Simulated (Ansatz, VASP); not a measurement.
**One calculation of Nb, two programs**

```
Nb
1.0
     0.00000    6.61715    6.61715
     6.61715    0.00000    6.61715
     6.61715    6.61715    0.00000
Nb
32
Cartesian
  0.0000 0.0000 0.0000
  1.6543 1.6543 1.6543
  3.3086 3.3086 3.3086
  4.9629 4.9629 4.9629
  3.3086 3.3086 0.0000
  4.9629 4.9629 1.6543
  6.6171 6.6171 3.3086
  8.2714 8.2714 4.9629
  3.3086 0.0000 3.3086
  4.9629 1.6543 4.9629
  6.6171 3.3086 6.6171
  8.2714 4.9629 8.2714
  6.6171 3.3086 3.3086
  8.2714 4.9629 4.9629
  9.9257 6.6171 6.6171
  11.5800 8.2714 8.2714
  0.0000 3.3086 3.3086
  1.6543 4.9629 4.9629
  3.3086 6.6171 6.6171
  4.9629 8.2714 8.2714
  3.3086 6.6171 3.3086
  4.9629 8.2714 4.9629
  6.6171 9.9257 6.6171
  8.2714 11.5800 8.2714
  3.3086 3.3086 6.6171
  4.9629 4.9629 8.2714
  6.6171 6.6171 9.9257
  8.2714 8.2714 11.5800
  6.6171 6.6171 6.6171
  8.2714 8.2714 8.2714
  9.9257 9.9257 9.9257
  11.5800 11.5800 11.5800
```

Alike in both runs: task single point; functional PBE; k mesh 3 × 3 × 3; occupations methfessel-paxton of order 1, width 0.1 eV; no spin polarisation.

```csv
,VASP,Ansatz
version,VASP 6.6.1,Ansatz 0.2.0
potentials or method,"VASP PAW PBE potentials, release 64 (Nb_sv), cutoff 500 eV",plane-wave PAW DFT
valence electrons in the cell,416,416
```

Ansatz gave:

- pressure (GPa): -0.5

Problem. What did VASP give for the same quantities?

Solution. Pressure (GPa): -0.9.

With one functional, cell and mesh, what is left measures potentials, basis and numerics.
